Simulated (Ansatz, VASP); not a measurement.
One calculation of TiN, two programs

```
CELL_PARAMETERS angstrom
0.00000 2.08630 2.08630
2.08630 0.00000 2.08630
2.08630 2.08630 0.00000
ATOMIC_POSITIONS crystal
Ti 0.00000 0.00000 0.00000
N 0.50000 0.50000 0.50000
```

Alike in both runs: functional LDA; k mesh 8 × 8 × 8; occupations gaussian, width 0.1 eV; no spin polarisation.

Ansatz relaxed the structure, and its values are those at the end. VASP's run is a single point on that final structure, the one shown.

|  | VASP | Ansatz |
| --- | --- | --- |
| version | VASP 6.6.1 | Ansatz 0.2.0 |
| potentials or method | VASP PAW LDA potentials, release 64 (Ti_sv, N_h), cutoff 1330 eV | scalar-relativistic, plane waves, PAW |
| valence electrons in the cell | 17 | 17 |

VASP gave:

| Item | Value |
| --- | --- |
| gap on the k mesh at the Fermi level (eV) | none |
| pressure (GPa) | 1.0 |

Q: Which values does Ansatz return?

A: gap on the k mesh at the Fermi level (eV): none; pressure (GPa): 0.0.

Ansatz warns that its potentials were made for another functional, while VASP's fit it. LDA's correlation is that of Perdew and Zunger in VASP and of Perdew and Wang (1992) in Ansatz. A gap of «none» marks a metal or a gap that the smearing closes.
